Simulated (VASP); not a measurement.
## TiB2: single point with PBE

TiB2:

```
Ti B
1.0
     3.03271    0.00000    0.00000
    -1.51635    2.62640    0.00000
     0.00000    0.00000    3.22418
Ti B
1 2
Direct
  0.00000 0.00000 0.00000
  0.33333 0.66667 0.50000
  0.66667 0.33333 0.50000
```

```
Program                : VASP 6.6.1
Task                   : single point
Functional             : PBE
Potentials or basis    : VASP PAW PBE potentials, release 64 (Ti_sv, B)
Cutoff                 : 500 eV
k mesh                 : 13 × 13 × 10
Occupations            : fermi-dirac, width 0.15 eV
Spin                   : no spin polarisation
Dipole correction      : no
Further INCAR settings : ALGO = Normal; EDIFF = 1e-06; NBANDS = 16
```

```json
{
 "Pressure": "0.2 GPa",
 "Band gap on the k mesh": "zero (band 9 reaches 10.32 eV, above the bottom of band 10 at 9.80 eV)"
}
```

Levels at points of the mesh, in eV from the Fermi level:
```
           k point  band 6  band 7  band 8  band 9  band 10  band 11  band 12  band 13
(0.00, 0.00, 0.00)   -2.61   -2.61   -2.29   -2.10     1.90     1.90     3.67     3.67
(0.00, 0.00, 0.50)   -7.60   -0.56   -0.56   -0.19    -0.19     0.44     0.44     1.67
```

Run time: 29 s on 1 thread of Intel Xeon 6975P-C, on a shared host, peak memory 0.17 GiB.
